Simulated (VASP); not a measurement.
# Bi2Te3 (R3m) in VASP: electric field gradients with LDA

Aim: the electric field gradients of Bi2Te3 with LDA.

All numbers are computed with VASP 6.6.1; they aren't measurements. Logs are shortened: lines on timing, memory, paths and dates and some standing lists are left out, and cuts for length are marked.

## (1) The cell of the first run

The structure is trigonal, space group R3m (No. 160). Conventional cell: a = 4.417 Å, b = 4.417 Å, c = 29.243 Å, α = 90.00°, β = 90.00°, γ = 120.00°. Bi (site symmetry 3m) has 3 Te at 3.01 Å and 3 Bi at 3.40 Å within 4.0 Å. Within 4.7 Å of Bi (site symmetry 3m) lie 9 Te at 3.25 to 4.61 Å and 9 Bi at 3.40 to 4.42 Å. Te (site symmetry 3m) has 6 Te at 3.03 to 3.41 Å within 4.0 Å. Within 4.0 Å of Te (site symmetry 3m) lie 3 Bi at 3.01 Å and 3 Te at 3.41 Å. Te (site symmetry 3m) has 3 Te at 3.03 Å and 3 Bi at 3.25 Å within 4.0 Å.

## (2) Electric field gradients, LDA (zz strain of -2 %)

File INCAR:

```
SYSTEM = Bi2Te3
PREC = Accurate
ENCUT = 520
EDIFF = 1E-8
ISMEAR = -1
SIGMA = 0.08
LREAL = .FALSE.
LASPH = .TRUE.
NELM = 100
ALGO = Normal
ISIF = 2
LWAVE = .FALSE.
LCHARG = .FALSE.
GGA = CA
LEFG = .TRUE.
NBANDS = 32
```

File KPOINTS:

```
Automatic mesh
0
G
  8 8 8
  0 0 0
```

File POSCAR:

```
Bi2Te3
1.0
    2.2085012539      1.2750787934      9.7477366000
   -2.2085012539      1.2750787934      9.7477366000
    0.0000000000     -2.5501575869      9.7477366000
Bi Te
2 3
Direct
    0.8120000000      0.8120000000      0.8120000000
    0.4020000000      0.4020000000      0.4020000000
    0.6110000000      0.6110000000      0.6110000000
    0.2000000000      0.2000000000      0.2000000000
    0.0000000000      0.0000000000      0.0000000000
```

Potentials or basis: VASP PAW LDA potentials, release 64 (Bi_d, Te).

The run is started by

```console
> cat potpaw_LDA.64/Bi_d/POTCAR potpaw_LDA.64/Te/POTCAR > POTCAR
> mpirun -np 1 vasp_std > vasp.out
```

OUTCAR:

```text
SYSTEM = Bi2Te3
   PREC = Accurate
   ENCUT = 520
   EDIFF = 1E-8
   ISMEAR = -1
   LREAL = .FALSE.
   LASPH = .TRUE.
   NELM = 100
   ISIF = 2
   GGA = CA

 ion  position               nearest neighbor table
   1  0.812  0.812  0.812-   4 3.01   4 3.01   4 3.01   2 3.40   2 3.40   2 3.40
   2  0.402  0.402  0.402-   5 3.25   5 3.25   5 3.25   1 3.40   1 3.40   1 3.40
   3  0.611  0.611  0.611-   5 3.03   5 3.03   5 3.03   4 3.41   4 3.41   4 3.41
   4  0.200  0.200  0.200-   1 3.01   1 3.01   1 3.01   3 3.41   3 3.41   3 3.41
   5  0.000  0.000  0.000-   3 3.03   3 3.03   3 3.03   2 3.25   2 3.25   2 3.25

  LATTYP: Found a trigonal (rhomboedric) cell.
 ALAT       =    10.0757963725
 COS(alpha) =     0.9039125801

  Lattice vectors:

 A1 = (   2.2085012539,   1.2750787934,   9.7477366000)
 A2 = (  -2.2085012539,   1.2750787934,   9.7477366000)
 A3 = (   0.0000000000,  -2.5501575869,   9.7477366000)

Analysis of symmetry for initial positions (statically):
=====================================================================
 Subroutine PRICEL returns:
 Original cell was already a primitive cell.

 Routine SETGRP: Setting up the symmetry group for a
 trigonal (rhombohedral) supercell.

 Subroutine GETGRP returns: Found  6 space group operations
 (whereof  6 operations were pure point group operations)
 out of a pool of 12 trial point group operations.

The static configuration has the point symmetry C_3v.

Analysis of symmetry for dynamics (positions and initial velocities):
=====================================================================
 Subroutine PRICEL returns:
 Original cell was already a primitive cell.

 Routine SETGRP: Setting up the symmetry group for a
 trigonal (rhombohedral) supercell.

 Subroutine GETGRP returns: Found  6 space group operations
 (whereof  6 operations were pure point group operations)
 out of a pool of 12 trial point group operations.

The dynamic configuration has the point symmetry C_3v.

 Subroutine INISYM returns: Found  6 space group operations
 (whereof  6 operations are pure point group operations),
 and found     1 'primitive' translations

----------------------------------------------------------------------------------------

                                     Primitive cell

  volume of cell :     164.6985

  direct lattice vectors                    reciprocal lattice vectors
     2.208501254  1.275078793  9.747736600     0.226397879  0.130710876  0.034195973
    -2.208501254  1.275078793  9.747736600    -0.226397879  0.130710876  0.034195973
     0.000000000 -2.550157587  9.747736600     0.000000000 -0.261421753  0.034195973

  length of vectors
    10.075796373 10.075796373 10.075796373     0.263648815  0.263648815  0.263648815

  position of ions in fractional coordinates (direct lattice)
     0.812000000  0.812000000  0.812000000
     0.402000000  0.402000000  0.402000000
     0.611000000  0.611000000  0.611000000
     0.200000000  0.200000000  0.200000000
     0.000000000  0.000000000  0.000000000

  ion indices of the primitive-cell ions
   primitive index   ion index
                 1           1
                 2           2
                 3           3
                 4           4
                 5           5

----------------------------------------------------------------------------------------

 KPOINTS: Automatic mesh

Automatic generation of k-mesh.
 Grid dimensions read from file:
 generate k-points for:    8    8    8

 Generating k-lattice:

  Cartesian coordinates                     Fractional coordinates (reciprocal lattice)
     0.028299735  0.016338860  0.004274497     0.125000000 -0.000000000  0.000000000
    -0.028299735  0.016338860  0.004274497    -0.000000000  0.125000000  0.000000000
[... 49 lines left out ...]
   PREC   = accura    normal or accurate (medium, high low for compatibility)
   ISTART =      0    job   : 0-new  1-cont  2-samecut
   ICHARG =      2    charge: 1-file 2-atom 10-const
   ISPIN  =      1    spin polarized calculation?
   LNONCOLLINEAR =      F non collinear calculations
   LSORBIT =      F    spin-orbit coupling
   LASPH  =      T    aspherical Exc in radial PAW
   ENCUT  =  520.0 eV  38.22 Ry    6.18 a.u.  18.73 18.73 18.73*2*pi/ulx,y,z
   NELM   =    100;   NELMIN=  2; NELMDL= -5     # of ELM steps
   EDIFF  = 0.1E-07   stopping-criterion for ELM
   LREAL  =      F    real-space projection
   EDIFFG = 0.1E-06   stopping-criterion for IOM
   NSW    =      0    number of steps for IOM
   IBRION =     -1    ionic relax: 0-MD 1-quasi-New 2-CG
   NFREE  =      0    steps in history (QN), initial steepest desc. (CG)
   ISIF   =      2    stress and relaxation
   ISYM   =      2    0-nonsym 1-usesym 2-fastsym
   POTIM  = 0.5000    time-step for ionic-motion
   TEBEG  =    0.0;   TEEND  =   0.0 temperature during run
   PSTRESS=    0.0 pullay stress
   NELECT =      48.0000    total number of electrons
   NUPDOWN=      -1.0000    fix difference up-down
   EMIN   =  10.00;   EMAX   =-10.00  energy-range for DOS
   EFERMI =   0.00;   METHOD = LEGACY
   ISMEAR =    -1;   SIGMA  =   0.08  broadening in eV -4-tet -1-fermi 0-gaus
   EFERMI_NEDOS =   21; number of points for ismear=-14 and -15
   IALGO  =     38    algorithm
   IMIX   =      4    mixing-type and parameters
     AMIX     =   0.40;   BMIX     =  1.00
     AMIX_MAG =   1.60;   BMIX_MAG =  1.00
  volume/ion in A,a.u.               =      32.94       222.29
  Fermi-wavevector in a.u.,A,eV,Ry     =   1.085405  2.051119 16.029092  1.178105
  Thomas-Fermi vector in A             =   2.221518
   LORBIT       =      0    0 simple, 1 ext, 2 COOP (PROOUT), +10 PAW based schemes
   GGA     = CA    functional components
   LHFCALC =     F    Hartree Fock is set to
   AEXX    =    0.0000 exact exchange contribution
   IVDW    =     0    specifies the selected vdW correction
   LEPSILON=     F    determine dielectric tensor
   LRPA    =     F    only Hartree local field effects (RPA)
 non-spin polarized calculation
  energy-cutoff  :      520.00
  volume of cell :      164.70
 maximum number of plane-waves:      4464
 NGX is ok and might be reduce to    80
   NGX = 37   NGY = 37   NGZ = 37

 number of electron      47.9999998 magnetization

 Free energy of the ion-electron system (eV)
  ---------------------------------------------------
  ext. energy  EPLUGINS =         0.00000000
  ---------------------------------------------------
  free energy    TOTEN  =       -20.29804882 eV

  energy without entropy =      -20.26210495  energy(sigma->0) =      -20.28007689

 E-fermi :   6.5075     XC(G=0):  -9.7238

 val. band max:        6.4670421379   @ k =  -0.2500   0.2500   0.0000
 cond. band min:       6.5489210016   @ k =  -0.1250   0.1250   0.0000
 fundamental gap:      0.0818788637
 Fermi energy:         6.5075116994

 k-point     1 :       0.0000    0.0000    0.0000
  band No.  band energies     occupation
      1     -16.5661      2.00000
      2     -16.5661      2.00000
      3     -16.5324      2.00000
      4     -16.5324      2.00000
      5     -16.5258      2.00000
      6     -16.0011      2.00000
[... 829 lines left out ...]
     31      10.1851      0.00000
     32      11.5103      0.00000

 [... further k-points ...]

------------------------ aborting loop because EDIFF is reached ----------------------------------------

  FORCE on cell =-STRESS in cart. coord.  units (eV):
  Direction    XX          YY          ZZ          XY          YZ          ZX
  --------------------------------------------------------------------------------------
  -------------------------------------------------------------------------------------
  Total       -0.5971513     -0.5971513     -1.2646422      0.0000000      0.0000000      0.0000000
  in kB       -5.8090518     -5.8090518    -12.3023636      0.0000000      0.0000000      0.0000000
  external PRESSURE =      -7.9734890 kB  Pullay stress =       0.0000000 kB

 VOLUME and BASIS-vectors are now :
 -----------------------------------------------------------------------------
  energy-cutoff  :      520.00
  volume of cell :      164.70
      direct lattice vectors                 reciprocal lattice vectors
     2.208501254  1.275078793  9.747736600     0.226397879  0.130710876  0.034195973
    -2.208501254  1.275078793  9.747736600    -0.226397879  0.130710876  0.034195973
     0.000000000 -2.550157587  9.747736600     0.000000000 -0.261421753  0.034195973

 POSITION                                       TOTAL-FORCE (eV/Angst)
 -----------------------------------------------------------------------------------
      0.00000     -0.00000     23.74549         0.000000      0.000000     -0.872948
      0.00000     -0.00000     11.75577         0.000000      0.000000     -0.378127
      0.00000     -0.00000     17.86760         0.000000      0.000000     -0.743353
      0.00000     -0.00000      5.84864         0.000000     -0.000000      0.811378
      0.00000      0.00000      0.00000         0.000000     -0.000000      1.183050
 -----------------------------------------------------------------------------------
    total drift:                               -0.000000     -0.000000     -0.000824

  FREE ENERGIE OF THE ION-ELECTRON SYSTEM (eV)
  ---------------------------------------------------
  free  energy   TOTEN  =       -20.2980488211 eV

  energy  without entropy=      -20.2621049541  energy(sigma->0) =      -20.28007689

 Electric field gradients (V/A^2)
---------------------------------------------------------------------
 ion       V_xx      V_yy      V_zz      V_xy      V_xz      V_yz
---------------------------------------------------------------------
   1      30.891    30.891   -61.782    -0.000    -0.000     0.000
   2       7.313     7.313   -14.625     0.000     0.000     0.000
   3       4.363     4.363    -8.726    -0.000    -0.000     0.000
   4      -0.618    -0.618     1.236    -0.000    -0.000     0.000
   5      -2.256    -2.256     4.512     0.000    -0.000     0.000
---------------------------------------------------------------------

 Electric field gradients after diagonalization (V/A^2)
 (convention: |V_zz| > |V_xx| > |V_yy|)
----------------------------------------------------------------------
 ion       V_xx      V_yy      V_zz     asymmetry (V_yy - V_xx)/ V_zz
----------------------------------------------------------------------
   1      30.891    30.891   -61.782       0.000
   2       7.313     7.313   -14.625       0.000
   3       4.363     4.363    -8.726       0.000
   4      -0.618    -0.618     1.236       0.000
   5      -2.256    -2.256     4.512       0.000
----------------------------------------------------------------------

           NMR quadrupolar parameters

 Cq : quadrupolar parameter    Cq=e*Q*V_zz/h
 eta: asymmetry parameters     (V_yy - V_xx)/ V_zz
 Q  : nuclear electric quadrupole moment in mb (millibarn)
----------------------------------------------------------------------
 ion       Cq(MHz)       eta       Q (mb)
----------------------------------------------------------------------
   1      -0.149       0.000       1.000
   2      -0.035       0.000       1.000
   3      -0.021       0.000       1.000
   4       0.003       0.000       1.000
   5       0.011       0.000       1.000
----------------------------------------------------------------------
```

Wall time 30 min (1 thread of Intel Xeon Platinum 8488C (Sapphire Rapids), shared host); peak memory 0.83 GiB.

What came out:

```
Free energy                             : -20.2980 eV
Pressure                                : -0.8 GPa
Largest force                           : 1.183 eV/Å
Band gap on the k mesh                  : zero (bands 24 and 25 overlap by 0.20 eV)
Largest electric field gradient by atom : Bi -61.8, -14.6; Te -8.7, +1.2, +4.5 V/Å²
```

Forces in eV/Å, atoms in the order of the input:
```
Bi   0.000  0.000 -0.873
Bi   0.000  0.000 -0.378
Te   0.000  0.000 -0.743
Te   0.000  0.000  0.811
Te   0.000  0.000  1.183
```

Electric field gradients, principal values (V/Å²):
| atom | least | middle | greatest (by size) |
| --- | --- | --- | --- |
| 1 Bi | 30.891 | 30.891 | -61.782 |
| 2 Bi | 7.313 | 7.313 | -14.625 |
| 3 Te | 4.363 | 4.363 | -8.726 |
| 4 Te | -0.618 | -0.618 | 1.236 |
| 5 Te | -2.256 | -2.256 | 4.512 |

Caveat: the cell differs from its parent crystal (zz strain of -2 %); without QUAD_EFG the Cq values of the log hold for a quadrupole moment of 1 mb, not for the nuclei; spin-orbit coupling is left out, which moves the levels of the heavy elements; forces of over 1 eV/Å act on the atoms, so gaps and moduli don't describe the material at rest.

The gap in the log of VASP goes by the Fermi energy; the results here count the filled bands.